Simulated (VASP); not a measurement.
# Cd (P6/mmm) in VASP: single point with PBE

Aim: the single point of Cd with PBE.

Everything below comes from runs of VASP 6.6.1. Logs are shortened: lines on timing, memory, paths and dates and some standing lists are left out, and cuts for length are marked.

**1. The cell of the first run**

It takes space group P6/mmm (No. 191, hexagonal). Conventional cell: a = 2.677 Å, b = 2.677 Å, c = 2.661 Å, α = 90.00°, β = 90.00°, γ = 120.00°. Cd (site symmetry 6/mmm) has 8 Cd at 2.66 to 2.68 Å within 3.5 Å.

This isn't the form of Cd at room conditions, which is hcp.

**2. Single point, PBE**

The input, INCAR:

```
SYSTEM = Cd
  PREC = Accurate
  ENCUT = 630
  EDIFF = 1E-6
  ISMEAR = -1
  SIGMA = 0.1
  LREAL = .False.
  LASPH = .True.
  NELM = 120
  ALGO = Normal
  ISIF = 2
  LWAVE = .False.
  LCHARG = .True.
  GGA = PE
  LELF = .True.
  LVHAR = .True.
  NBANDS = 16
  GGA_COMPAT = .False.
```

The input, KPOINTS:

```
regular mesh
0
Gamma
  16 16 15
  0 0 0
```

The input, POSCAR:

```
Cd
1.0
    2.6771511753      0.0000000000      0.0000000000
   -1.3385755877      2.3184809276      0.0000000000
    0.0000000000      0.0000000000      2.6612540021
Cd
1
Direct
    0.0000000000      0.0000000000      0.0000000000
```

Potentials or basis: VASP PAW PBE potentials, release 64 (Cd_sv_GW).

Command:

```
$ cat potpaw_PBE.64/Cd_sv_GW/POTCAR > POTCAR
$ mpirun -np 1 vasp_std > vasp.out
```

OUTCAR:

```text
SYSTEM = Cd
   PREC = Accurate
   ENCUT = 630
   EDIFF = 1E-6
   ISMEAR = -1
   LREAL = .False.
   LASPH = .True.
   NELM = 120
   ISIF = 2
   GGA = PE

 ion  position               nearest neighbor table
   1  0.000  0.000  0.000-

  LATTYP: Found a hexagonal cell.
 ALAT       =     2.6771511753
 C/A-ratio  =     0.9940619068

  Lattice vectors:

 A1 = (   2.6771511753,   0.0000000000,   0.0000000000)
 A2 = (  -1.3385755877,   2.3184809276,   0.0000000000)
 A3 = (   0.0000000000,   0.0000000000,   2.6612540021)

Analysis of symmetry for initial positions (statically):
=====================================================================
 Subroutine PRICEL returns:
 Original cell was already a primitive cell.

 Routine SETGRP: Setting up the symmetry group for a
 hexagonal supercell.

 Subroutine GETGRP returns: Found 24 space group operations
 (whereof 24 operations were pure point group operations)
 out of a pool of 24 trial point group operations.

The static configuration has the point symmetry D_6h.

Analysis of symmetry for dynamics (positions and initial velocities):
=====================================================================
 Subroutine PRICEL returns:
 Original cell was already a primitive cell.

 Routine SETGRP: Setting up the symmetry group for a
 hexagonal supercell.

 Subroutine GETGRP returns: Found 24 space group operations
 (whereof 24 operations were pure point group operations)
 out of a pool of 24 trial point group operations.

The dynamic configuration has the point symmetry D_6h.

 Subroutine INISYM returns: Found 24 space group operations
 (whereof 24 operations are pure point group operations),
 and found     1 'primitive' translations

----------------------------------------------------------------------------------------

                                     Primitive cell

  volume of cell :      16.5182

  direct lattice vectors                    reciprocal lattice vectors
     2.677151175  0.000000000  0.000000000     0.373531390  0.215658449  0.000000000
    -1.338575588  2.318480928  0.000000000     0.000000000  0.431316897  0.000000000
     0.000000000  0.000000000  2.661254002     0.000000000  0.000000000  0.375762704

  length of vectors
     2.677151175  2.677151175  2.661254002     0.431316897  0.431316897  0.375762704

  position of ions in fractional coordinates (direct lattice)
     0.000000000  0.000000000  0.000000000

  ion indices of the primitive-cell ions
   primitive index   ion index
                 1           1

----------------------------------------------------------------------------------------

 KPOINTS: regular mesh

Automatic generation of k-mesh.
 Grid dimensions read from file:
 generate k-points for:   16   16   15

 Generating k-lattice:

  Cartesian coordinates                     Fractional coordinates (reciprocal lattice)
     0.023345712  0.013478653  0.000000000     0.062500000  0.000000000  0.000000000
     0.000000000  0.026957306  0.000000000     0.000000000  0.062500000  0.000000000
     0.000000000  0.000000000  0.025050847     0.000000000  0.000000000  0.066666667

  Length of vectors
     0.026957306  0.026957306  0.025050847

  Shift w.r.t. Gamma in fractional coordinates (k-lattice)
     0.000000000  0.000000000  0.000000000

 Subroutine IBZKPT returns following result:
 ===========================================

 Found    240 irreducible k-points:

 Following reciprocal coordinates:
            Coordinates               Weight
  0.000000  0.000000  0.000000      1.000000
  0.062500  0.000000  0.000000      6.000000
  0.125000  0.000000  0.000000      6.000000
  0.187500 -0.000000  0.000000      6.000000
  0.250000  0.000000  0.000000      6.000000
  0.312500 -0.000000  0.000000      6.000000
[... 16 lines left out ...]
  0.187500  0.187500  0.000000      6.000000
  0.250000  0.187500  0.000000     12.000000
 [... further k-points ...]
   k-points           NKPTS =    240   k-points in BZ     NKDIM =    240   number of bands    NBANDS=     16
   number of dos      NEDOS =    301   number of ions     NIONS =      1
   total plane-waves  NPLWV =  13824
   dimension x,y,z NGX =    24 NGY =   24 NGZ =   24
   dimension x,y,z NGXF=    48 NGYF=   48 NGZF=   48
   ions per type =               1
   NGX,Y,Z   is equivalent  to a cutoff of  14.90, 14.90, 14.99 a.u.
   NGXF,Y,Z  is equivalent  to a cutoff of  29.81, 29.81, 29.99 a.u.
 SYSTEM =  Cd
   PREC   = accura    normal or accurate (medium, high low for compatibility)
   ISTART =      0    job   : 0-new  1-cont  2-samecut
   ICHARG =      2    charge: 1-file 2-atom 10-const
   ISPIN  =      1    spin polarized calculation?
   LNONCOLLINEAR =      F non collinear calculations
   LSORBIT =      F    spin-orbit coupling
   LASPH  =      T    aspherical Exc in radial PAW
   ENCUT  =  630.0 eV  46.30 Ry    6.80 a.u.   5.48  5.48  5.45*2*pi/ulx,y,z
   NELM   =    120;   NELMIN=  2; NELMDL= -5     # of ELM steps
   EDIFF  = 0.1E-05   stopping-criterion for ELM
   LREAL  =      F    real-space projection
   EDIFFG = 0.1E-04   stopping-criterion for IOM
   NSW    =      0    number of steps for IOM
   IBRION =     -1    ionic relax: 0-MD 1-quasi-New 2-CG
   NFREE  =      0    steps in history (QN), initial steepest desc. (CG)
   ISIF   =      2    stress and relaxation
   ISYM   =      2    0-nonsym 1-usesym 2-fastsym
   POTIM  = 0.5000    time-step for ionic-motion
   TEBEG  =    0.0;   TEEND  =   0.0 temperature during run
   PSTRESS=    0.0 pullay stress
   NELECT =      20.0000    total number of electrons
   NUPDOWN=      -1.0000    fix difference up-down
   EMIN   =  10.00;   EMAX   =-10.00  energy-range for DOS
   EFERMI =   0.00;   METHOD = LEGACY
   ISMEAR =    -1;   SIGMA  =   0.10  broadening in eV -4-tet -1-fermi 0-gaus
   EFERMI_NEDOS =   21; number of points for ismear=-14 and -15
   IALGO  =     38    algorithm
   IMIX   =      4    mixing-type and parameters
     AMIX     =   0.40;   BMIX     =  1.00
     AMIX_MAG =   1.60;   BMIX_MAG =  1.00
  volume/ion in A,a.u.               =      16.52       111.47
  Fermi-wavevector in a.u.,A,eV,Ry     =   1.744873  3.297333 41.424067  3.044583
  Thomas-Fermi vector in A             =   2.816669
   LORBIT       =      0    0 simple, 1 ext, 2 COOP (PROOUT), +10 PAW based schemes
   GGA     = PE    functional components
   LHFCALC =     F    Hartree Fock is set to
   AEXX    =    0.0000 exact exchange contribution
   IVDW    =     0    specifies the selected vdW correction
   LEPSILON=     F    determine dielectric tensor
   LRPA    =     F    only Hartree local field effects (RPA)
 non-spin polarized calculation
  energy-cutoff  :      630.00
  volume of cell :       16.52
 maximum number of plane-waves:       617
 NGX is ok and might be reduce to    24
   NGX = 11   NGY = 11   NGZ = 11

 number of electron      19.9999997 magnetization

 Free energy of the ion-electron system (eV)
  ---------------------------------------------------
  ext. energy  EPLUGINS =         0.00000000
  ---------------------------------------------------
  free energy    TOTEN  =         0.10100985 eV

  energy without entropy =        0.11198718  energy(sigma->0) =        0.10649851

 E-fermi :  10.0349     XC(G=0): -12.8255

 val. band max:       10.0336014560   @ k =   0.4375   0.0625   0.1333
 cond. band min:      10.0479914719   @ k =   0.3750   0.2500   0.0000
 fundamental gap:      0.0143900158
 Fermi energy:        10.0348823121

 k-point     1 :       0.0000    0.0000    0.0000
  band No.  band energies     occupation
      1     -94.0663      2.00000
      2     -55.0490      2.00000
      3     -55.0047      2.00000
      4     -55.0047      2.00000
      5      -1.9511      2.00000
      6      -1.2203      2.00000
[... 8 lines left out ...]
     15      27.5837      0.00000
     16      31.6406      0.00000

 k-point     2 :       0.0625    0.0000    0.0000
  band No.  band energies     occupation
      1     -94.0655      2.00000
      2     -55.0481      2.00000
      3     -55.0122      2.00000
      4     -55.0066      2.00000
      5      -1.8908      2.00000
      6      -1.1227      2.00000
[... 8 lines left out ...]
     15      26.9286      0.00000
     16      32.3353      0.00000

 k-point     3 :       0.1250    0.0000    0.0000
  band No.  band energies     occupation
      1     -94.0632      2.00000
      2     -55.0459      2.00000
      3     -55.0334      2.00000
      4     -55.0119      2.00000
      5      -1.7561      2.00000
      6      -0.8979      2.00000
[... 8 lines left out ...]
     15      26.2059      0.00000
     16      33.5219      0.00000

 k-point     4 :       0.1875   -0.0000    0.0000
  band No.  band energies     occupation
      1     -94.0598      2.00000
      2     -55.0652      2.00000
      3     -55.0426      2.00000
      4     -55.0199      2.00000
      5      -1.6204      2.00000
      6      -0.9502      2.00000
[... 8 lines left out ...]
     15      26.1192      0.00000
     16      34.5722      0.00000

 k-point     5 :       0.2500    0.0000    0.0000
  band No.  band energies     occupation
      1     -94.0557      2.00000
      2     -55.1026      2.00000
      3     -55.0386      2.00000
      4     -55.0293      2.00000
      5      -1.5459      2.00000
      6      -1.0863      2.00000
[... 8 lines left out ...]
     15      26.0969      0.00000
     16      35.2878      0.00000

 k-point     6 :       0.3125   -0.0000    0.0000
  band No.  band energies     occupation
      1     -94.0517      2.00000
      2     -55.1399      2.00000
      3     -55.0387      2.00000
      4     -55.0348      2.00000
      5      -1.6152      2.00000
      6      -1.0965      2.00000
[... 8 lines left out ...]
     15      26.1044      0.00000
     16      34.1176      0.00000
[... 267 lines left out ...]
 k-point    21 :       0.3750    0.1250    0.0000
  band No.  band energies     occupation
      1     -94.0452      2.00000
      2     -55.1845      2.00000
      3     -55.0693      2.00000
      4     -55.0283      2.00000
      5      -1.5903      2.00000
      6      -0.9330      2.00000
[... 8 lines left out ...]
     15      28.9551      0.00000
     16      32.2329      0.00000

 k-point    22 :       0.4375    0.1250    0.0000
  band No.  band energies     occupation
      1     -94.0444      2.00000
      2     -55.1906      2.00000
      3     -55.0717      2.00000
      4     -55.0276      2.00000
      5      -1.6269      2.00000
      6      -0.9082      2.00000
[... 8 lines left out ...]
     15      28.9353      0.00000
     16      31.8054      0.00000

 k-point    23 :       0.1875    0.1875    0.0000
  band No.  band energies     occupation
      1     -94.0508      2.00000
      2     -55.1346      2.00000
      3     -55.0549      2.00000
      4     -55.0337      2.00000
      5      -1.2684      2.00000
      6      -0.9953      2.00000
[... 8 lines left out ...]
     15      30.0667      0.00000
     16      33.2476      0.00000

 k-point    24 :       0.2500    0.1875    0.0000
  band No.  band energies     occupation
      1     -94.0476      2.00000
      2     -55.1554      2.00000
      3     -55.0705      2.00000
      4     -55.0306      2.00000
      5      -1.2093      2.00000
      6      -1.0063      2.00000
[... 8 lines left out ...]
     15      30.6832      0.00000
     16      33.1958      0.00000

 [... further k-points ...]
[... 5 lines left out ...]
  --------------------------------------------------------------------------------------
  -------------------------------------------------------------------------------------
  Total        4.9225548      4.9225548      4.9182029     -0.0000000     -0.0000000      0.0000000
  in kB      477.4615373    477.4615373    477.0394236     -0.0000000     -0.0000000      0.0000000
  external PRESSURE =     477.3208327 kB  Pullay stress =       0.0000000 kB

 VOLUME and BASIS-vectors are now :
 -----------------------------------------------------------------------------
  energy-cutoff  :      630.00
  volume of cell :       16.52
      direct lattice vectors                 reciprocal lattice vectors
     2.677151175  0.000000000  0.000000000     0.373531390  0.215658449  0.000000000
    -1.338575588  2.318480928  0.000000000     0.000000000  0.431316897  0.000000000
     0.000000000  0.000000000  2.661254002     0.000000000  0.000000000  0.375762704

 POSITION                                       TOTAL-FORCE (eV/Angst)
 -----------------------------------------------------------------------------------
      0.00000      0.00000      0.00000        -0.000000      0.000000      0.000000
 -----------------------------------------------------------------------------------
    total drift:                                0.000000      0.000000      0.000000

  FREE ENERGIE OF THE ION-ELECTRON SYSTEM (eV)
  ---------------------------------------------------
  free  energy   TOTEN  =         0.1010098507 eV

  energy  without entropy=        0.1119871754  energy(sigma->0) =        0.10649851
```

It took 21 s on 1 thread of Intel Xeon 6975P-C (Granite Rapids), shared host; peak memory 0.23 GiB.

What came out:

```yaml
Free_energy: 0.1010 eV
Pressure: 47.7 GPa
Band_gap_on_the_k_mesh: zero (bands 10 and 11 overlap by 6.31 eV)
```

Levels at points of the mesh, in eV from the Fermi level:
| k point | band 8 | band 9 | band 10 | band 11 | band 12 | band 13 |
| --- | --- | --- | --- | --- | --- | --- |
| (0.00, 0.00, 0.00) | -10.51 | -8.89 | -8.89 | 10.22 | 14.05 | 16.20 |
| (0.50, 0.00, 0.00) | -9.13 | -8.54 | -3.69 | -0.62 | 10.00 | 15.27 |

Caveat: the cell stands under pressure.
